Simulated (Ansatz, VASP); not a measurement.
**One calculation of Ni, two programs**

File INCAR:

```
PREC     = Accurate       # precision mode
ENCUT    = 520            # plane-wave cutoff, eV
EDIFF    = 1E-6           # SCF threshold, eV
ISMEAR   = -1             # smearing method
SIGMA    = 0.1            # smearing width, eV
LREAL    = F              # projectors in reciprocal space
LASPH    = T              # aspherical terms in the spheres
NELM     = 60             # most SCF steps
ALGO     = Normal         # electronic algorithm
ISIF     = 2              # what is computed and relaxed
LWAVE    = F              # write WAVECAR
LCHARG   = T              # write CHGCAR
GGA      = B5             # functional
ALDAX    = 1.0          
AGGAX    = 1.0          
AGGAC    = 1.0          
ALDAC    = 0.0          
LELF     = T              # ELF
LVHAR    = T            
NBANDS   = 17             # bands
```

Contents of KPOINTS:

```
regular mesh
0
Gamma
  12 12 12
```

Contents of POSCAR:

```
Ni
1.0
    0.0000000000      2.4848462745      2.4848462745
    2.4848462745      0.0000000000      2.4848462745
    2.4848462745      2.4848462745      0.0000000000
Ni
2
Direct
    0.1250000000      0.1250000000      0.1250000000
    0.8750000000      0.8750000000      0.8750000000
```

Input for Ansatz:

```yaml
crystal:
  lattice:
    - [0.0, 2.4848462745, 2.4848462745]
    - [2.4848462745, 0.0, 2.4848462745]
    - [2.4848462745, 2.4848462745, 0.0]
  atoms:
    - { symbol: Ni, position: [0.125, 0.125, 0.125] }
    - { symbol: Ni, position: [0.875, 0.875, 0.875] }
hamiltonian:
  xc: blyp
  pseudopotentials:
    kind: paw
    azcp:
      Ni: "pseudopotentials/Ni.paw.azcp"
basis:
  ecutwfc: 420
  fft_grid_basis: typed
kpoints:
  mp_grid: { grid: [12, 12, 12], shift: [0, 0, 0] }
magnetization:
  spin_polarized: false
scf:
  occupations: { method: fermi_dirac, width: 0.1 }
  lower_state_search: "off"
output:
  stress: true
  write_density: true
  write_potential: true
  elf: true
  volumetric_format: npy
```

Alike in both runs: task single point; functional BLYP; k mesh 12 × 12 × 12; occupations fermi-dirac, width 0.1 eV; no spin polarisation.

```csv
,VASP,Ansatz
version,VASP 6.6.1,Ansatz 0.2.0
potentials or method,"VASP PAW PBE potentials, release 64 (Ni), cutoff 520 eV","plane waves (420 eV) with PAW, scalar-relativistic"
valence electrons in the cell,20,36
```

|  | VASP | Ansatz | Ansatz less VASP |
| --- | --- | --- | --- |
| pressure (GPa) | 13.4 | 13.5 | +0.10 |

VASP's potentials were made for PBE, not for BLYP. VASP's potentials hold 20 valence electrons a cell and Ansatz's 36, so a difference there can come from the potentials and not from the codes.
